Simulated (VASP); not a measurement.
# Pt (I4/mmm) in VASP: further runs

The runs below take Pt through single point, with PBEsol.

Everything below comes from runs of VASP 6.6.1. Logs are shortened: lines on timing, memory, paths and dates and some standing lists are left out, and cuts for length are marked.

## (1) The cell of the first run

It takes space group I4/mmm (No. 139, tetragonal). The conventional cell has a = 2.852 Å, b = 2.852 Å, c = 3.916 Å, α = 90.00°, β = 90.00°, γ = 90.00°. Within 3.7 Å of Pt (site symmetry 4/mmm) lie 12 Pt at 2.81 to 2.85 Å.

## (2) Single point, PBEsol (strain +0.030 along x and y, +0.000 along z)

INCAR reads:

```
SYSTEM = Pt
ALGO = Normal
EDIFF = 1E-6
ENCUT = 520
GGA = PS
ISIF = 2
ISMEAR = 0
LASPH = .True.
LCHARG = .False.
LREAL = .False.
LWAVE = .False.
NBANDS = 11
NELM = 100
PREC = Accurate
SIGMA = 0.15
```

KPOINTS reads:

```
k-points
0
Gamma
  20 20 20
  0 0 0
```

POSCAR reads:

```
Pt
1.0
    0.0000000000      2.0166370000      1.9579000000
    2.0166370000      0.0000000000      1.9579000000
    2.0166370000      2.0166370000      0.0000000000
Pt
1
Direct
    0.0000000000      0.0000000000      0.0000000000
```

Potentials or basis: VASP PAW PBE potentials, release 64 (Pt).

Run with:

```bash
$ cat potpaw_PBE.64/Pt/POTCAR > POTCAR
$ mpirun -np 1 vasp_std > vasp.out
```

OUTCAR:

```text
SYSTEM = Pt
   EDIFF = 1E-6
   ENCUT = 520
   GGA = PS
   ISIF = 2
   ISMEAR = 0
   LASPH = .True.
   LREAL = .False.
   NELM = 100
   PREC = Accurate

 ion  position               nearest neighbor table
   1  0.000  0.000  0.000-

  LATTYP: Found a body centered tetragonal cell.
 ALAT       =     2.8519553958
 C/A-ratio  =     1.3730228761

  Lattice vectors:

 A1 = (   0.0000000000,  -2.0166370000,  -1.9579000000)
 A2 = (   0.0000000000,   2.0166370000,  -1.9579000000)
 A3 = (   2.0166370000,   0.0000000000,   1.9579000000)

Analysis of symmetry for initial positions (statically):
=====================================================================
 Subroutine PRICEL returns:
 Original cell was already a primitive cell.

 Routine SETGRP: Setting up the symmetry group for a
 body centered tetragonal supercell.

 Subroutine GETGRP returns: Found 16 space group operations
 (whereof 16 operations were pure point group operations)
 out of a pool of 16 trial point group operations.

The static configuration has the point symmetry D_4h.

Analysis of symmetry for dynamics (positions and initial velocities):
=====================================================================
 Subroutine PRICEL returns:
 Original cell was already a primitive cell.

 Routine SETGRP: Setting up the symmetry group for a
 body centered tetragonal supercell.

 Subroutine GETGRP returns: Found 16 space group operations
 (whereof 16 operations were pure point group operations)
 out of a pool of 16 trial point group operations.

The dynamic configuration has the point symmetry D_4h.

 Subroutine INISYM returns: Found 16 space group operations
 (whereof 16 operations are pure point group operations),
 and found     1 'primitive' translations

----------------------------------------------------------------------------------------

                                     Primitive cell

  volume of cell :      15.9249

  direct lattice vectors                    reciprocal lattice vectors
     0.000000000  2.016637000  1.957900000    -0.247937532  0.247937532  0.255375658
     2.016637000  0.000000000  1.957900000     0.247937532 -0.247937532  0.255375658
     2.016637000  2.016637000  0.000000000     0.247937532  0.247937532 -0.255375658

  length of vectors
     2.810728945  2.810728945  2.851955396     0.433777323  0.433777323  0.433777323

  position of ions in fractional coordinates (direct lattice)
     0.000000000  0.000000000  0.000000000

  ion indices of the primitive-cell ions
   primitive index   ion index
                 1           1

----------------------------------------------------------------------------------------

 KPOINTS: k-points

Automatic generation of k-mesh.
 Grid dimensions read from file:
 generate k-points for:   20   20   20

 Generating k-lattice:

  Cartesian coordinates                     Fractional coordinates (reciprocal lattice)
    -0.012396877  0.012396877  0.012768783     0.050000000 -0.000000000  0.000000000
     0.012396877 -0.012396877  0.012768783    -0.000000000  0.050000000  0.000000000
     0.012396877  0.012396877 -0.012768783     0.000000000  0.000000000  0.050000000

  Length of vectors
     0.021688866  0.021688866  0.021688866

  Shift w.r.t. Gamma in fractional coordinates (k-lattice)
     0.000000000  0.000000000  0.000000000

 Subroutine IBZKPT returns following result:
 ===========================================

 Found    641 irreducible k-points:

 Following reciprocal coordinates:
            Coordinates               Weight
  0.000000  0.000000  0.000000      1.000000
  0.050000  0.000000  0.000000      8.000000
  0.100000  0.000000  0.000000      8.000000
  0.150000 -0.000000  0.000000      8.000000
  0.200000  0.000000  0.000000      8.000000
  0.250000  0.000000  0.000000      8.000000
[... 16 lines left out ...]
 -0.400000  0.050000  0.000000      8.000000
 -0.350000  0.050000  0.000000      8.000000
 [... further k-points ...]
   k-points           NKPTS =    641   k-points in BZ     NKDIM =    641   number of bands    NBANDS=     11
   number of dos      NEDOS =    301   number of ions     NIONS =      1
   total plane-waves  NPLWV =  13824
   dimension x,y,z NGX =    24 NGY =   24 NGZ =   24
   dimension x,y,z NGXF=    48 NGYF=   48 NGZF=   48
   ions per type =               1
   NGX,Y,Z   is equivalent  to a cutoff of  14.20, 14.20, 13.99 a.u.
   NGXF,Y,Z  is equivalent  to a cutoff of  28.39, 28.39, 27.98 a.u.
 SYSTEM =  Pt
   PREC   = accura    normal or accurate (medium, high low for compatibility)
   ISTART =      0    job   : 0-new  1-cont  2-samecut
   ICHARG =      2    charge: 1-file 2-atom 10-const
   ISPIN  =      1    spin polarized calculation?
   LNONCOLLINEAR =      F non collinear calculations
   LSORBIT =      F    spin-orbit coupling
   LASPH  =      T    aspherical Exc in radial PAW
   ENCUT  =  520.0 eV  38.22 Ry    6.18 a.u.   5.23  5.23  5.30*2*pi/ulx,y,z
   NELM   =    100;   NELMIN=  2; NELMDL= -5     # of ELM steps
   EDIFF  = 0.1E-05   stopping-criterion for ELM
   LREAL  =      F    real-space projection
   EDIFFG = 0.1E-04   stopping-criterion for IOM
   NSW    =      0    number of steps for IOM
   IBRION =     -1    ionic relax: 0-MD 1-quasi-New 2-CG
   NFREE  =      0    steps in history (QN), initial steepest desc. (CG)
   ISIF   =      2    stress and relaxation
   ISYM   =      2    0-nonsym 1-usesym 2-fastsym
   POTIM  = 0.5000    time-step for ionic-motion
   TEBEG  =    0.0;   TEEND  =   0.0 temperature during run
   PSTRESS=    0.0 pullay stress
   NELECT =      10.0000    total number of electrons
   NUPDOWN=      -1.0000    fix difference up-down
   EMIN   =  10.00;   EMAX   =-10.00  energy-range for DOS
   EFERMI =   0.00;   METHOD = LEGACY
   ISMEAR =     0;   SIGMA  =   0.15  broadening in eV -4-tet -1-fermi 0-gaus
   EFERMI_NEDOS =   21; number of points for ismear=-14 and -15
   IALGO  =     38    algorithm
   IMIX   =      4    mixing-type and parameters
     AMIX     =   0.40;   BMIX     =  1.00
     AMIX_MAG =   1.60;   BMIX_MAG =  1.00
  volume/ion in A,a.u.               =      15.92       107.47
  Fermi-wavevector in a.u.,A,eV,Ry     =   1.401897  2.649202 26.739745  1.965316
  Thomas-Fermi vector in A             =   2.524713
   LORBIT       =      0    0 simple, 1 ext, 2 COOP (PROOUT), +10 PAW based schemes
   GGA     = PS    functional components
   LHFCALC =     F    Hartree Fock is set to
   AEXX    =    0.0000 exact exchange contribution
   IVDW    =     0    specifies the selected vdW correction
   LEPSILON=     F    determine dielectric tensor
   LRPA    =     F    only Hartree local field effects (RPA)
 non-spin polarized calculation
 Gauss-broadening in eV      SIGMA  =   0.15
  energy-cutoff  :      520.00
  volume of cell :       15.92
 maximum number of plane-waves:       444
 NGX is ok and might be reduce to    24
   NGX = 11   NGY = 11   NGZ = 11

 number of electron      10.0000000 magnetization

 Free energy of the ion-electron system (eV)
  ---------------------------------------------------
  ext. energy  EPLUGINS =         0.00000000
  ---------------------------------------------------
  free energy    TOTEN  =        -6.92971069 eV

  energy without entropy =       -6.90819088  energy(sigma->0) =       -6.91895079

 E-fermi :  10.0782     XC(G=0): -13.3071

 val. band max:       10.0780800137   @ k =  -0.3000   0.2500   0.2000
 cond. band min:      10.0803079047   @ k =  -0.3500   0.1000   0.4000
 fundamental gap:      0.0022278910
 Fermi energy:        10.0782023810

 k-point     1 :       0.0000    0.0000    0.0000
  band No.  band energies     occupation
      1       0.3838      2.00000
      2       6.4951      2.00000
      3       6.4951      2.00000
      4       6.8139      2.00000
      5       8.4004      2.00000
      6       8.7664      2.00000
      7      24.8496      0.00000
      8      29.2547      0.00000
      9      29.2547      0.00000
     10      29.9595      0.00000
     11      34.6101      0.00000

 k-point     2 :       0.0500    0.0000    0.0000
  band No.  band energies     occupation
      1       0.4796      2.00000
      2       6.4797      2.00000
      3       6.5326      2.00000
      4       6.8249      2.00000
      5       8.3838      2.00000
      6       8.7419      2.00000
      7      24.9933      0.00000
      8      28.8558      0.00000
      9      29.3950      0.00000
     10      29.9390      0.00000
     11      35.2036      0.00000

 k-point     3 :       0.1000    0.0000    0.0000
  band No.  band energies     occupation
      1       0.7606      2.00000
      2       6.4093      2.00000
      3       6.6324      2.00000
      4       6.8865      2.00000
      5       8.3495      2.00000
      6       8.6819      2.00000
      7      25.3886      0.00000
      8      27.7069      0.00000
      9      29.8049      0.00000
     10      30.2786      0.00000
     11      35.9421      0.00000

 k-point     4 :       0.1500   -0.0000    0.0000
  band No.  band energies     occupation
      1       1.2048      2.00000
      2       6.2936      2.00000
      3       6.7519      2.00000
      4       6.9968      2.00000
      5       8.3464      2.00000
      6       8.6283      2.00000
      7      25.8720      0.00000
      8      26.3313      0.00000
      9      30.4486      0.00000
     10      30.9040      0.00000
     11      34.7033      0.00000

 k-point     5 :       0.2000    0.0000    0.0000
  band No.  band energies     occupation
      1       1.7657      2.00000
      2       6.2086      2.00000
      3       6.8232      2.00000
      4       7.0885      2.00000
      5       8.4482      2.00000
      6       8.6503      2.00000
      7      24.6965      0.00000
      8      26.3741      0.00000
      9      31.2443      0.00000
     10      31.6704      0.00000
     11      33.4121      0.00000
[... 211 lines left out ...]
 k-point    21 :       0.5000    0.0500    0.0000
  band No.  band energies     occupation
      1       3.3418      2.00000
      2       6.4587      2.00000
      3       6.6457      2.00000
      4       8.9788      2.00000
      5      10.1943      0.27382
      6      10.7966      0.00000
      7      15.5223      0.00000
      8      24.5057      0.00000
      9      28.1882      0.00000
     10      28.7420      0.00000
     11      37.0883      0.00000

 k-point    22 :      -0.4500    0.0500    0.0000
  band No.  band energies     occupation
      1       3.3409      2.00000
      2       6.4608      2.00000
      3       6.6575      2.00000
      4       8.9317      2.00000
      5      10.0729      1.03954
      6      10.7003      0.00000
      7      15.7822      0.00000
      8      24.5429      0.00000
      9      28.5080      0.00000
     10      28.5752      0.00000
     11      37.2890      0.00000

 k-point    23 :      -0.4000    0.0500    0.0000
  band No.  band energies     occupation
      1       3.3257      2.00000
      2       6.5118      2.00000
      3       6.7203      2.00000
      4       8.3226      2.00000
      5       9.7866      1.99402
      6      10.2934      0.04247
      7      17.0673      0.00000
      8      24.7798      0.00000
      9      28.7858      0.00000
     10      29.2598      0.00000
     11      36.3470      0.00000

 k-point    24 :      -0.3500    0.0500    0.0000
  band No.  band energies     occupation
      1       3.2505      2.00000
      2       6.6053      2.00000
      3       6.8237      2.00000
      4       7.4422      2.00000
      5       9.3890      2.00000
      6       9.9107      1.88577
      7      18.7993      0.00000
      8      25.2058      0.00000
      9      29.3008      0.00000
     10      30.3938      0.00000
     11      35.0065      0.00000

 [... further k-points ...]
[... 5 lines left out ...]
  --------------------------------------------------------------------------------------
  -------------------------------------------------------------------------------------
  Total       -1.4931806     -1.4931806     -1.2908101      0.0000000      0.0000000      0.0000000
  in kB     -150.2266389   -150.2266389   -129.8664545      0.0000000      0.0000000      0.0000000
  external PRESSURE =    -143.4399108 kB  Pullay stress =       0.0000000 kB

 VOLUME and BASIS-vectors are now :
 -----------------------------------------------------------------------------
  energy-cutoff  :      520.00
  volume of cell :       15.92
      direct lattice vectors                 reciprocal lattice vectors
     0.000000000  2.016637000  1.957900000    -0.247937532  0.247937532  0.255375658
     2.016637000  0.000000000  1.957900000     0.247937532 -0.247937532  0.255375658
     2.016637000  2.016637000  0.000000000     0.247937532  0.247937532 -0.255375658

 POSITION                                       TOTAL-FORCE (eV/Angst)
 -----------------------------------------------------------------------------------
      0.00000      0.00000      0.00000        -0.000000      0.000000      0.000000
 -----------------------------------------------------------------------------------
    total drift:                               -0.000000      0.000000     -0.000000

  FREE ENERGIE OF THE ION-ELECTRON SYSTEM (eV)
  ---------------------------------------------------
  free  energy   TOTEN  =        -6.9297106910 eV

  energy  without entropy=       -6.9081908843  energy(sigma->0) =       -6.91895079
```

Run time: 59 s. Hardware: 1 thread of Intel Xeon Platinum 8259CL at 2.50GHz (Skylake/Cascade Lake), shared host; peak memory 0.24 GiB.

Results:

| Item | Value |
| --- | --- |
| Free energy | -6.9297 eV |
| Pressure | -14.3 GPa |
| Band gap on the k mesh | zero (band 5 reaches 10.63 eV, above the bottom of band 6 at 8.50 eV) |

Levels at points of the mesh, in eV from the Fermi level:
| k point | band 2 | band 3 | band 4 | band 5 | band 6 | band 7 | band 8 | band 9 |
| --- | --- | --- | --- | --- | --- | --- | --- | --- |
| (0.00, 0.00, 0.00) | -3.58 | -3.58 | -3.26 | -1.68 | -1.31 | 14.77 | 19.18 | 19.18 |
| (0.50, 0.00, 0.00) | -3.69 | -3.37 | -0.32 | -0.05 | 0.11 | 5.40 | 14.27 | 18.26 |
| (0.50, 0.50, 0.00) | -6.09 | 0.00 | 0.45 | 0.45 | 2.19 | 8.74 | 10.81 | 10.81 |
| (0.50, 0.00, 0.50) | -6.09 | 0.01 | 0.30 | 0.55 | 1.64 | 8.02 | 11.26 | 11.42 |

Caveat: the cell differs from its parent crystal (strain +0.030 along x and y, +0.000 along z); the PAW data sets were made with another functional, which shifts forces and pressure a little; spin-orbit coupling is left out, which moves the levels of the heavy elements.

## (3) Single point, PBEsol (strain +0.015 along x and y, +0.030 along z)

INCAR reads:

```
SYSTEM = Pt
  ALGO = Fast
  EDIFF = 1E-7
  ENCUT = 520
  GGA = PS
  ISIF = 2
  ISMEAR = 0
  LASPH = .TRUE.
  LCHARG = .FALSE.
  LREAL = .FALSE.
  LWAVE = .FALSE.
  NBANDS = 11
  NELM = 60
  PREC = Accurate
  SIGMA = 0.15
```

KPOINTS reads:

```
k-points
0
G
  20 20 20
  0 0 0
```

POSCAR reads:

```
Pt
1.0
    0.0000000000      1.9872685000      2.0166370000
    1.9872685000      0.0000000000      2.0166370000
    1.9872685000      1.9872685000      0.0000000000
Pt
1
Direct
    0.0000000000      0.0000000000      0.0000000000
```

Potentials or basis: VASP PAW PBE potentials, release 64 (Pt).

Run with:

```bash
$ cat potpaw_PBE.64/Pt/POTCAR > POTCAR
$ mpirun -np 1 vasp_std > vasp.out
```

Wall time 95 s (1 thread of Intel Xeon Platinum 8259CL at 2.50GHz (Skylake/Cascade Lake), shared host); peak memory 0.24 GiB.

It converged, with:

| Item | Value |
| --- | --- |
| Free energy | -6.9309 eV |
| Pressure | -14.5 GPa |
| Band gap on the k mesh | zero (band 5 reaches 10.58 eV, above the bottom of band 6 at 8.54 eV) |

Stress tensor (GPa, compression positive):
```
-14.03   0.00   0.00
  0.00 -14.03   0.00
  0.00   0.00 -15.29
```

Levels at points of the mesh, in eV from the Fermi level:
```tsv
k point	band 2	band 3	band 4	band 5	band 6	band 7	band 8	band 9
(0.00, 0.00, 0.00)	-3.59	-3.43	-3.43	-1.59	-1.40	14.76	19.18	19.52
(0.50, 0.00, 0.00)	-3.61	-3.45	-0.33	-0.01	0.07	5.39	14.28	18.41
(0.50, 0.50, 0.00)	-6.10	0.02	0.43	0.43	1.64	8.01	11.33	11.33
(0.50, 0.00, 0.50)	-6.09	0.00	0.37	0.50	1.90	8.37	11.03	11.11
```

Caveat: the cell differs from its parent crystal (strain +0.015 along x and y, +0.030 along z); the PAW data sets were made with another functional, which shifts forces and pressure a little; spin-orbit coupling is left out, which moves the levels of the heavy elements.
